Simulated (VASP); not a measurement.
Write the native input for VASP 6.6.1 that does the following.

```
Task                   : relaxation of cell and atoms
Functional             : PBE
Potentials or basis    : VASP PAW PBE potentials, release 64 (Mo_sv, As)
Cutoff                 : 600 eV
k mesh                 : 12 × 12 × 12
Occupations            : gaussian, width 0.1 eV
Spin                   : no spin polarisation
Dipole correction      : no
Further INCAR settings : ALGO = Normal; EDIFF = 1e-06; IBRION = 2; EDIFFG = -0.01; NSW = 100; ISIF = 3
```

The structure of MoAs3 lies in POSCAR:

```
MoAs3
1.0
    4.1260381797      0.0000000000      0.0000000000
    0.0000000000      4.1260381797      0.0000000000
    0.0000000000      0.0000000000      4.1260381797
Mo As
1 3
Direct
    0.0000000000      0.0000000000      0.0000000000
    0.0000000000      0.5000000000      0.5000000000
    0.5000000000      0.0000000000      0.5000000000
    0.5000000000      0.5000000000      0.0000000000
```

The input as run:

INCAR

```
SYSTEM = MoAs3
ALGO = Normal
EDIFF = 1E-6
EDIFFG = -0.01
ENCUT = 600
GGA = PE
IBRION = 2
ISIF = 3
ISMEAR = 0
LASPH = .TRUE.
LCHARG = .FALSE.
LREAL = .FALSE.
LWAVE = .FALSE.
NELM = 60
NSW = 100
PREC = Accurate
SIGMA = 0.1
```

KPOINTS

```
k-points
0
G
  12 12 12
  0 0 0
```

Potentials or basis: VASP PAW PBE potentials, release 64 (Mo_sv, As).

Launch:

```bash
$ cat potpaw_PBE.64/Mo_sv/POTCAR potpaw_PBE.64/As/POTCAR > POTCAR
$ mpirun -np 1 vasp_std > vasp.out
```

Results of the run:

| Property | Result |
| --- | --- |
| Pressure after relaxing | 0.1 GPa |
| Band gap on the k mesh | zero (an odd number of electrons rules out a gap without spin polarisation) |

Caveat: the relaxation stopped at its first step, so nothing moved.

Run time: 2.5 min on 1 thread of Intel Xeon 8259CL (shared host), peak memory 0.29 GiB.
